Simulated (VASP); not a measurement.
Write the native input for VASP 6.6.1 that does the following.

```yaml
Task: single point
Functional: PBE
Potentials_or_basis: VASP PAW PBE potentials, release 64 (Te, Pt)
Cutoff: 500 eV
k_mesh: 12 × 12 × 6
Occupations: fermi-dirac, width 0.02 eV
Spin: no spin polarisation
Dipole_correction: no
Further_INCAR_settings: ALGO = Normal; EDIFF = 1e-06; NBANDS = 18
```

The structure of Te2Pt lies in POSCAR:

```
Te2Pt
1.0
    4.0381735140      0.0000000000      0.0000000000
   -2.0190867570      3.4971608480      0.0000000000
    0.0000000000      0.0000000000      5.3109405876
Te Pt
2 1
Direct
    0.3333333333      0.6666666667      0.2568471026
    0.6666666667      0.3333333333      0.7431528974
    0.0000000000      0.0000000000      0.0000000000
```

One way to write it, as run:

INCAR

```
SYSTEM = Te2Pt
PREC     = Accurate       ! precision mode
ENCUT    = 500            ! plane-wave cutoff, eV
EDIFF    = 1E-6           ! SCF threshold, eV
ISMEAR   = -1             ! smearing method
SIGMA    = 0.02           ! smearing width, eV
LREAL    = .False.        ! projectors in reciprocal space
LASPH    = .True.         ! aspherical terms in the spheres
NELM     = 120            ! most SCF steps
ALGO     = Normal         ! electronic algorithm
ISIF     = 2              ! what is computed and relaxed
LWAVE    = .False.        ! write WAVECAR
LCHARG   = .False.        ! write CHGCAR
GGA      = PE             ! functional
NBANDS   = 18             ! bands
GGA_COMPAT= .False.
```

KPOINTS

```
regular mesh
0
Gamma
  12 12 6
  0 0 0
```

Potentials or basis: VASP PAW PBE potentials, release 64 (Te, Pt).

Command:

```bash
$ cat potpaw_PBE.64/Te/POTCAR potpaw_PBE.64/Pt/POTCAR > POTCAR
$ mpirun -np 1 vasp_std > vasp.out
```

It gave:

| Item | Value |
| --- | --- |
| Pressure | 2.9 GPa |
| Largest force | 0.186 eV/Å |
| Band gap on the k mesh | zero (bands 11 and 12 overlap by 1.29 eV) |

Caveat: spin-orbit coupling is left out, which moves the levels of the heavy elements.

It took 86 s on 1 thread of Intel(R) Xeon(R) Platinum 8488C (Sapphire Rapids), with other jobs on the host, peak memory 0.27 GiB.
